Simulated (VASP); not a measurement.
CdF2, 3 atoms in the cell. Symmetry: Fm-3m, No. 225, cubic system. Conventional cell: a = 5.481 Å, b = 5.481 Å, c = 5.481 Å, α = 90.00°, β = 90.00°, γ = 90.00°. Cd (site symmetry m-3m) has 8 F at 2.37 Å within 3.1 Å. Within 3.1 Å of F (site symmetry -43m) lie 4 Cd at 2.37 Å and 6 F at 2.74 Å. 

* Program: VASP 6.6.1
* Task: elastic constants
* Functional: PBE
* Potentials or basis: VASP PAW PBE potentials, release 64 (Cd, F)
* Cutoff: 600 eV
* k mesh: 8 × 8 × 8
* Occupations: gaussian, width 0.01 eV
* Spin: no spin polarisation
* Dipole correction: no
* Ions in elastic constants: relaxed
* Further INCAR settings: ALGO = Normal; EDIFF = 1e-08; NBANDS = 20; IBRION = 6; POTIM = 0.015; NSW = 1; ISIF = 3

Potentials or basis: VASP PAW PBE potentials, release 64 (Cd, F).

The run is started by

```bash
$ cat potpaw_PBE.64/Cd/POTCAR potpaw_PBE.64/F/POTCAR > POTCAR
$ mpirun -np 1 vasp_std > vasp.out
```

Hardware: 1 thread of Intel(R) Xeon(R) 6975P-C (Granite Rapids), with other jobs on the host.

Problem. How long does it take, and how much memory?

Solution. Wall time 5.8 min on 1 thread of Intel(R) Xeon(R) 6975P-C (Granite Rapids), with other jobs on the host, peak memory 0.37 GiB. Counts: scf iterations 184, k points 29.
